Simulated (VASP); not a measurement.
# CaBr (P6_3mc) in VASP: notebook

CaBr is run at these levels: PBE; tasks: single point.

Everything below comes from runs of VASP 6.6.1. Logs are shortened: lines on timing, memory, paths and dates and some standing lists are left out, and cuts for length are marked.

### 1 The cell of the first run

It takes space group P6_3mc (No. 186, hexagonal). Conventional cell: a = 4.084 Å, b = 4.084 Å, c = 9.672 Å, α = 90.00°, β = 90.00°, γ = 120.00°. Within 3.9 Å of Ca (site symmetry 3m) lie 4 Br at 2.96 to 3.01 Å. Br (site symmetry 3m) has 4 Ca at 2.96 to 3.01 Å within 3.9 Å.

### 2 Single point, PBE

Input file INCAR:

```
ALGO     = Normal         # electronic algorithm
EDIFF    = 1E-6           # SCF threshold, eV
ENCUT    = 520            # plane-wave cutoff, eV
GGA      = PE             # functional
ISIF     = 2              # what is computed and relaxed
ISMEAR   = 1              # smearing method
LASPH    = T              # aspherical terms in the spheres
LCHARG   = T              # write CHGCAR
LELF     = T              # ELF
LREAL    = F              # projectors in reciprocal space
LVHAR    = T            
LWAVE    = F              # write WAVECAR
NBANDS   = 25             # bands
NELM     = 100            # most SCF steps
PREC     = Accurate       # precision mode
SIGMA    = 0.1            # smearing width, eV
```

Input file KPOINTS:

```
k-points
0
Gamma
  7 7 3
```

Input file POSCAR:

```
CaBr
1.0
    4.0841480000      0.0000000000      0.0000000000
   -2.0420740000      3.5369759208      0.0000000000
    0.0000000000      0.0000000000      9.6721260000
Ca Br
2 2
Direct
    0.3333333333      0.6666666667      0.3405120000
    0.6666666667      0.3333333333      0.8405120000
    0.3333333333      0.6666666667      0.0344880000
    0.6666666667      0.3333333333      0.5344880000
```

Potentials or basis: VASP PAW PBE potentials, release 64 (Ca_sv, Br).

On the command line:

```console
$ cat potpaw_PBE.64/Ca_sv/POTCAR potpaw_PBE.64/Br/POTCAR > POTCAR
$ mpirun -np 1 vasp_std > vasp.out
```

OUTCAR:

```text
EDIFF = 1E-6
   ENCUT = 520
   GGA = PE
   ISIF = 2
   ISMEAR = 1
   LASPH = T
   LREAL = F
   NELM = 100
   PREC = Accurate

 ion  position               nearest neighbor table
   1  0.333  0.667  0.341-   3 2.96
   2  0.667  0.333  0.841-   4 2.96
   3  0.333  0.667  0.034-   1 2.96
   4  0.667  0.333  0.534-   2 2.96

  LATTYP: Found a hexagonal cell.
 ALAT       =     4.0841480000
 C/A-ratio  =     2.3682114360

  Lattice vectors:

 A1 = (   4.0841480000,   0.0000000000,   0.0000000000)
 A2 = (  -2.0420740000,   3.5369759208,   0.0000000000)
 A3 = (   0.0000000000,   0.0000000000,   9.6721260000)

Analysis of symmetry for initial positions (statically):
=====================================================================
 Subroutine PRICEL returns:
 Original cell was already a primitive cell.

 Routine SETGRP: Setting up the symmetry group for a
 hexagonal supercell.

 Subroutine GETGRP returns: Found 12 space group operations
 (whereof  6 operations were pure point group operations)
 out of a pool of 24 trial point group operations.

The static configuration has the point symmetry C_3v.
 The point group associated with its full space group is C_6v.

Analysis of symmetry for dynamics (positions and initial velocities):
=====================================================================
 Subroutine PRICEL returns:
 Original cell was already a primitive cell.

 Routine SETGRP: Setting up the symmetry group for a
 hexagonal supercell.

 Subroutine GETGRP returns: Found 12 space group operations
 (whereof  6 operations were pure point group operations)
 out of a pool of 24 trial point group operations.

The dynamic configuration has the point symmetry C_3v.
 The point group associated with its full space group is C_6v.

 Subroutine INISYM returns: Found 12 space group operations
 (whereof  6 operations are pure point group operations),
 and found     1 'primitive' translations

----------------------------------------------------------------------------------------

                                     Primitive cell

  volume of cell :     139.7190

  direct lattice vectors                    reciprocal lattice vectors
     4.084148000  0.000000000  0.000000000     0.244849109  0.141363699  0.000000000
    -2.042074000  3.536975921  0.000000000     0.000000000  0.282727398  0.000000000
     0.000000000  0.000000000  9.672126000     0.000000000  0.000000000  0.103389886

  length of vectors
     4.084148000  4.084148000  9.672126000     0.282727398  0.282727398  0.103389886

  position of ions in fractional coordinates (direct lattice)
     0.333333333  0.666666667  0.340512000
     0.666666667  0.333333333  0.840512000
     0.333333333  0.666666667  0.034488000
     0.666666667  0.333333333  0.534488000

  ion indices of the primitive-cell ions
   primitive index   ion index
                 1           1
                 2           2
                 3           3
                 4           4

----------------------------------------------------------------------------------------

 KPOINTS: k-points

Automatic generation of k-mesh.
 Grid dimensions read from file:
 generate k-points for:    7    7    3

 Generating k-lattice:

  Cartesian coordinates                     Fractional coordinates (reciprocal lattice)
     0.034978444  0.020194814  0.000000000     0.142857143  0.000000000  0.000000000
     0.000000000  0.040389628  0.000000000     0.000000000  0.142857143  0.000000000
     0.000000000  0.000000000  0.034463295     0.000000000  0.000000000  0.333333333

  Length of vectors
     0.040389628  0.040389628  0.034463295

  Shift w.r.t. Gamma in fractional coordinates (k-lattice)
     0.000000000  0.000000000  0.000000000

 Subroutine IBZKPT returns following result:
 ===========================================

 Found     16 irreducible k-points:

 Following reciprocal coordinates:
            Coordinates               Weight
  0.000000  0.000000  0.000000      1.000000
  0.142857  0.000000  0.000000      6.000000
  0.285714 -0.000000  0.000000      6.000000
  0.428571  0.000000  0.000000      6.000000
  0.142857  0.142857  0.000000      6.000000
  0.285714  0.142857  0.000000     12.000000
[... 8 lines left out ...]
  0.428571  0.142857  0.333333     12.000000
  0.285714  0.285714  0.333333     12.000000
   k-points           NKPTS =     16   k-points in BZ     NKDIM =     16   number of bands    NBANDS=     25
   number of dos      NEDOS =    301   number of ions     NIONS =      4
   total plane-waves  NPLWV =  64800
   dimension x,y,z NGX =    30 NGY =   30 NGZ =   72
   dimension x,y,z NGXF=    60 NGYF=   60 NGZF=  144
   ions per type =               2   2
   NGX,Y,Z   is equivalent  to a cutoff of  12.21, 12.21, 12.38 a.u.
   NGXF,Y,Z  is equivalent  to a cutoff of  24.42, 24.42, 24.75 a.u.
 SYSTEM =  unknown system
   PREC   = accura    normal or accurate (medium, high low for compatibility)
   ISTART =      0    job   : 0-new  1-cont  2-samecut
   ICHARG =      2    charge: 1-file 2-atom 10-const
   ISPIN  =      1    spin polarized calculation?
   LNONCOLLINEAR =      F non collinear calculations
   LSORBIT =      F    spin-orbit coupling
   LASPH  =      T    aspherical Exc in radial PAW
   ENCUT  =  520.0 eV  38.22 Ry    6.18 a.u.   7.59  7.59 17.98*2*pi/ulx,y,z
   NELM   =    100;   NELMIN=  2; NELMDL= -5     # of ELM steps
   EDIFF  = 0.1E-05   stopping-criterion for ELM
   LREAL  =      F    real-space projection
   EDIFFG = 0.1E-04   stopping-criterion for IOM
   NSW    =      0    number of steps for IOM
   IBRION =     -1    ionic relax: 0-MD 1-quasi-New 2-CG
   NFREE  =      0    steps in history (QN), initial steepest desc. (CG)
   ISIF   =      2    stress and relaxation
   ISYM   =      2    0-nonsym 1-usesym 2-fastsym
   POTIM  = 0.5000    time-step for ionic-motion
   TEBEG  =    0.0;   TEEND  =   0.0 temperature during run
   PSTRESS=    0.0 pullay stress
   NELECT =      34.0000    total number of electrons
   NUPDOWN=      -1.0000    fix difference up-down
   EMIN   =  10.00;   EMAX   =-10.00  energy-range for DOS
   EFERMI =   0.00;   METHOD = LEGACY
   ISMEAR =     1;   SIGMA  =   0.10  broadening in eV -4-tet -1-fermi 0-gaus
   EFERMI_NEDOS =   21; number of points for ismear=-14 and -15
   IALGO  =     38    algorithm
   IMIX   =      4    mixing-type and parameters
     AMIX     =   0.40;   BMIX     =  1.00
     AMIX_MAG =   1.60;   BMIX_MAG =  1.00
  volume/ion in A,a.u.               =      34.93       235.72
  Fermi-wavevector in a.u.,A,eV,Ry     =   1.022075  1.931441 14.213145  1.044637
  Thomas-Fermi vector in A             =   2.155734
   LORBIT       =      0    0 simple, 1 ext, 2 COOP (PROOUT), +10 PAW based schemes
   GGA     = PE    functional components
   LHFCALC =     F    Hartree Fock is set to
   AEXX    =    0.0000 exact exchange contribution
   IVDW    =     0    specifies the selected vdW correction
   LEPSILON=     F    determine dielectric tensor
   LRPA    =     F    only Hartree local field effects (RPA)
 non-spin polarized calculation
 Methfessel and Paxton  Order N= 1 SIGMA  =   0.10
  energy-cutoff  :      520.00
  volume of cell :      139.72
 maximum number of plane-waves:      3792
   NGX = 15   NGY = 15   NGZ = 35

 number of electron      33.9999991 magnetization

 Free energy of the ion-electron system (eV)
  ---------------------------------------------------
  ext. energy  EPLUGINS =         0.00000000
  ---------------------------------------------------
  free energy    TOTEN  =       -12.00272691 eV

  energy without entropy =      -11.99927001  energy(sigma->0) =      -12.00157461

 E-fermi :   3.1640     XC(G=0):  -7.9668

 val. band max:        3.1567187987   @ k =   0.2857   0.1429   0.3333
 cond. band min:       3.2865934892   @ k =   0.4286   0.0000   0.3333
 fundamental gap:      0.1298746905
 Fermi energy:         3.1640118015

 k-point     1 :       0.0000    0.0000    0.0000
  band No.  band energies     occupation
      1     -39.3648      2.00000
      2     -39.3645      2.00000
      3     -20.3784      2.00000
      4     -20.3534      2.00000
      5     -20.3534      2.00000
      6     -20.3527      2.00000
[... 17 lines left out ...]
     24       5.5256      0.00000
     25       5.6473      0.00000

 k-point     2 :       0.1429    0.0000    0.0000
  band No.  band energies     occupation
      1     -39.3638      2.00000
      2     -39.3635      2.00000
      3     -20.3783      2.00000
      4     -20.3685      2.00000
      5     -20.3636      2.00000
      6     -20.3567      2.00000
[... 17 lines left out ...]
     24       5.6439      0.00000
     25       5.6641      0.00000

 k-point     3 :       0.2857   -0.0000    0.0000
  band No.  band energies     occupation
      1     -39.3615      2.00000
      2     -39.3613      2.00000
      3     -20.4043      2.00000
      4     -20.4019      2.00000
      5     -20.3642      2.00000
      6     -20.3634      2.00000
[... 17 lines left out ...]
     24       5.7055      0.00000
     25       5.8998      0.00000

 k-point     4 :       0.4286    0.0000    0.0000
  band No.  band energies     occupation
      1     -39.3597      2.00000
      2     -39.3596      2.00000
      3     -20.4298      2.00000
      4     -20.4283      2.00000
      5     -20.3703      2.00000
      6     -20.3692      2.00000
[... 17 lines left out ...]
     24       6.1980      0.00000
     25       6.3838      0.00000

 k-point     5 :       0.1429    0.1429    0.0000
  band No.  band energies     occupation
      1     -39.3621      2.00000
      2     -39.3619      2.00000
      3     -20.3937      2.00000
      4     -20.3907      2.00000
      5     -20.3644      2.00000
      6     -20.3642      2.00000
[... 17 lines left out ...]
     24       5.6836      0.00000
     25       5.7675      0.00000

 k-point     6 :       0.2857    0.1429    0.0000
  band No.  band energies     occupation
      1     -39.3601      2.00000
      2     -39.3600      2.00000
      3     -20.4177      2.00000
      4     -20.4163      2.00000
      5     -20.3754      2.00000
      6     -20.3745      2.00000
[... 17 lines left out ...]
     24       6.1480      0.00000
     25       6.2906      0.00000
[... 169 lines left out ...]
 k-point    13 :       0.1429    0.1429    0.3333
  band No.  band energies     occupation
      1     -39.3621      2.00000
      2     -39.3620      2.00000
      3     -20.3928      2.00000
      4     -20.3913      2.00000
      5     -20.3641      2.00000
      6     -20.3640      2.00000
[... 17 lines left out ...]
     24       5.6885      0.00000
     25       5.8776      0.00000

 k-point    14 :       0.2857    0.1429    0.3333
  band No.  band energies     occupation
      1     -39.3600      2.00000
      2     -39.3600      2.00000
      3     -20.4174      2.00000
      4     -20.4167      2.00000
      5     -20.3752      2.00000
      6     -20.3747      2.00000
[... 17 lines left out ...]
     24       6.0469      0.00000
     25       6.3489      0.00000

 k-point    15 :       0.4286    0.1429    0.3333
  band No.  band energies     occupation
      1     -39.3591      2.00000
      2     -39.3591      2.00000
      3     -20.4283      2.00000
      4     -20.4277      2.00000
      5     -20.3803      2.00000
      6     -20.3797      2.00000
[... 17 lines left out ...]
     24       6.0726      0.00000
     25       6.4663      0.00000

 k-point    16 :       0.2857    0.2857    0.3333
  band No.  band energies     occupation
      1     -39.3589      2.00000
      2     -39.3589      2.00000
      3     -20.4181      2.00000
      4     -20.4180      2.00000
      5     -20.3943      2.00000
      6     -20.3938      2.00000
[... 17 lines left out ...]
     24       5.9822      0.00000
     25       6.3366      0.00000

------------------------ aborting loop because EDIFF is reached ----------------------------------------

  FORCE on cell =-STRESS in cart. coord.  units (eV):
  Direction    XX          YY          ZZ          XY          YZ          ZX
  --------------------------------------------------------------------------------------
  -------------------------------------------------------------------------------------
  Total        0.2277326      0.2277326      0.8544265     -0.0000000      0.0000000      0.0000000
  in kB        2.6114411      2.6114411      9.7978272     -0.0000000      0.0000000      0.0000000
  external PRESSURE =       5.0069032 kB  Pullay stress =       0.0000000 kB

 VOLUME and BASIS-vectors are now :
 -----------------------------------------------------------------------------
  energy-cutoff  :      520.00
  volume of cell :      139.72
      direct lattice vectors                 reciprocal lattice vectors
     4.084148000  0.000000000  0.000000000     0.244849109  0.141363699  0.000000000
    -2.042074000  3.536975921  0.000000000     0.000000000  0.282727398  0.000000000
     0.000000000  0.000000000  9.672126000     0.000000000  0.000000000  0.103389886

 POSITION                                       TOTAL-FORCE (eV/Angst)
 -----------------------------------------------------------------------------------
     -0.00000      2.35798      3.29347        -0.000000      0.000000     -0.153881
      2.04207      1.17899      8.12954         0.000000      0.000000     -0.153881
     -0.00000      2.35798      0.33357         0.000000     -0.000000      0.153881
      2.04207      1.17899      5.16964        -0.000000     -0.000000      0.153881
 -----------------------------------------------------------------------------------
    total drift:                               -0.000000     -0.000000     -0.000796

  FREE ENERGIE OF THE ION-ELECTRON SYSTEM (eV)
  ---------------------------------------------------
  free  energy   TOTEN  =       -12.0027269148 eV

  energy  without entropy=      -11.9992700073  energy(sigma->0) =      -12.00157461
```

Wall time 44 s (1 thread of AMD EPYC 7R13 (Zen 3), shared host); peak memory 0.23 GiB.

What came out:

- Free energy: -12.0027 eV
- Pressure: 0.5 GPa
- Largest force: 0.154 eV/Å
- Band gap on the k mesh: zero (bands 17 and 18 overlap by 0.81 eV)

Forces on the atoms (eV/Å):
```
Ca   0.000  0.000 -0.154
Ca   0.000  0.000 -0.154
Br   0.000  0.000  0.154
Br   0.000  0.000  0.154
```

### 3 Single point, PBE

Input file INCAR:

```
ALGO     = Normal         # electronic algorithm
EDIFF    = 1E-7           # SCF threshold, eV
ENCUT    = 520            # plane-wave cutoff, eV
GGA      = PE             # functional
ISIF     = 2              # what is computed and relaxed
ISMEAR   = 1              # smearing method
LASPH    = T              # aspherical terms in the spheres
LCHARG   = F              # write CHGCAR
LREAL    = F              # projectors in reciprocal space
LWAVE    = F              # write WAVECAR
NBANDS   = 25             # bands
NELM     = 80             # most SCF steps
PREC     = Accurate       # precision mode
SIGMA    = 0.05           # smearing width, eV
```

KPOINTS is that of step 2.

POSCAR is that of step 2.

Potentials or basis: VASP PAW PBE potentials, release 64 (Ca_sv, Br).

On the command line:

```console
$ cat potpaw_PBE.64/Ca_sv/POTCAR potpaw_PBE.64/Br/POTCAR > POTCAR
$ mpirun -np 1 vasp_std > vasp.out
```

Wall time 47 s (1 thread of AMD EPYC 7R13 (Zen 3), shared host); peak memory 0.22 GiB.

Results (log left out):

```yaml
Free_energy: -11.9999 eV
Pressure: 0.5 GPa
Largest_force: 0.155 eV/Å
Band_gap_on_the_k_mesh: zero (bands 17 and 18 overlap by 0.81 eV)
```

Forces on the atoms (eV/Å):
```
Ca   0.000  0.000 -0.155
Ca   0.000  0.000 -0.155
Br   0.000  0.000  0.155
Br   0.000  0.000  0.155
```

Stress tensor (GPa, compression positive):
```
0.27 0.00 0.00
0.00 0.27 0.00
0.00 0.00 0.99
```

Levels at points of the mesh, in eV from the Fermi level:
```
           k point  band 14  band 15  band 16  band 17  band 18  band 19  band 20  band 21
(0.00, 0.00, 0.00)    -4.23    -4.15    -4.15    -1.73    -0.05     1.85     1.85     2.00
```

The gap in the log of VASP goes by the Fermi energy; the results here count the filled bands.